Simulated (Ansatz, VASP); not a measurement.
Te2Mo in VASP and in Ansatz

The input INCAR:

```
SYSTEM = Te2Mo
PREC     = Accurate       ! precision mode
ENCUT    = 520            ! plane-wave cutoff, eV
EDIFF    = 1E-6           ! SCF threshold, eV
ISMEAR   = -1             ! smearing method
SIGMA    = 0.05           ! smearing width, eV
LREAL    = .FALSE.        ! projectors in reciprocal space
LASPH    = .TRUE.         ! aspherical terms in the spheres
NELM     = 60             ! most SCF steps
ALGO     = Normal         ! electronic algorithm
ISIF     = 2              ! what is computed and relaxed
LWAVE    = .FALSE.        ! write WAVECAR
LCHARG   = .TRUE.         ! write CHGCAR
LELF     = .TRUE.         ! ELF
LVHAR    = .TRUE.       
NBANDS   = 64             ! bands
```

KPOINTS

```
regular mesh
0
G
  4 8 2
  0 0 0
```

The input POSCAR:

```
Te2Mo
1.0
    6.3464495577      0.0000000000      0.0000000000
    0.0000000000      3.4942155400      0.0000000000
   -0.5490254083      0.0000000000     14.8561586148
Te Mo
8 4
Direct
    0.0630865700      0.5000000000      0.4013918100
    0.9362609700      0.0000000000      0.5989235800
    0.5672046900      0.0000000000      0.3620628100
    0.4325395100      0.5000000000      0.6382740100
    0.0910474500      0.0000000000      0.1379227500
    0.9094538900      0.5000000000      0.8617520200
    0.5810927600      0.5000000000      0.0985498300
    0.4193469800      0.0000000000      0.9011539900
    0.3196862200      0.0000000000      0.5068268200
    0.6797845000      0.5000000000      0.4935200200
    0.1814915000      0.5000000000      0.0065316300
    0.8190039500      0.0000000000      0.9930897200
```

File input.yaml:

```yaml
crystal:
  lattice:
    - [6.3464495577, 0.0, 0.0]
    - [0.0, 3.49421554, 0.0]
    - [-0.5490254083, 0.0, 14.8561586148]
  atoms:
    - { symbol: Te, position: [0.06308657, 0.5, 0.40139181] }
    - { symbol: Te, position: [0.93626097, 0.0, 0.59892358] }
    - { symbol: Te, position: [0.56720469, 0.0, 0.36206281] }
    - { symbol: Te, position: [0.43253951, 0.5, 0.63827401] }
    - { symbol: Te, position: [0.09104745, 0.0, 0.13792275] }
    - { symbol: Te, position: [0.90945389, 0.5, 0.86175202] }
    - { symbol: Te, position: [0.58109276, 0.5, 0.09854983] }
    - { symbol: Te, position: [0.41934698, 0.0, 0.90115399] }
    - { symbol: Mo, position: [0.31968622, 0.0, 0.50682682] }
    - { symbol: Mo, position: [0.6797845, 0.5, 0.49352002] }
    - { symbol: Mo, position: [0.1814915, 0.5, 0.00653163] }
    - { symbol: Mo, position: [0.81900395, 0.0, 0.99308972] }
hamiltonian:
  xc: lda
  pseudopotentials: { kind: paw }
kpoints:
  mp_grid: { grid: [4, 8, 2] }
  band_path:
    path:
      - [[0.0, 0.0, 0.0], [0.0, 0.0, 0.5], [-0.4927891831, 0.0, 0.5426307308], [-0.5, 0.0, 0.5], [-0.5, 0.5, 0.5], [-0.5072108169, 0.5, 0.4573692692], [-0.5, 0.5, 0.0], [-0.5, 0.0, 0.0], [-0.5072108169, 0.0, 0.4573692692]]
      - [[-0.4927891831, 0.5, 0.5426307308], [0.0, 0.5, 0.5], [0.0, 0.5, 0.0]]
      - [[0.0, 0.0, 0.5], [0.0, 0.5, 0.5]]
    npoints: 10
scf:
  occupations: { method: fermi_dirac, width: 0.05 }
  n_extra_bands: 30
output:
  forces: true
  stress: true
  eigenvalues: true
  fatbands: false
```

Alike in both runs: functional LDA; k mesh 4 × 8 × 2; occupations fermi-dirac, width 0.05 eV; no spin polarisation.

|  | VASP | Ansatz |
| --- | --- | --- |
| version | VASP 6.6.1 | Ansatz 0.2.0 |
| potentials or method | VASP PAW LDA potentials, release 64 (Te, Mo_sv) | Ansatz PAW |
| plane-wave cutoff (eV) | 520 | 420 |
| valence electrons in the cell | 104 | 184 |
| task | single point | band structure |

```csv
,VASP,Ansatz,Ansatz less VASP
gap on the k mesh at the Fermi level (eV),none,none,-
pressure (GPa),-4.4,-4.6,-0.21
"traceless stress, the component that is largest in VASP (GPa)",-0.55,-0.51,+0.038
rms of the force components (eV/Å),0.162,0.181,+0.0191
```

LDA's correlation is that of Perdew and Zunger in VASP and of Perdew and Wang (1992) in Ansatz. Atom by atom the forces differ by 0.021 eV/Å (rms over components). A gap of «none» marks a metal or a gap that the smearing closes. VASP's potentials hold 104 valence electrons a cell and Ansatz's 184, so a difference there can come from the potentials and not from the codes.

Neither program's run includes spin-orbit coupling.
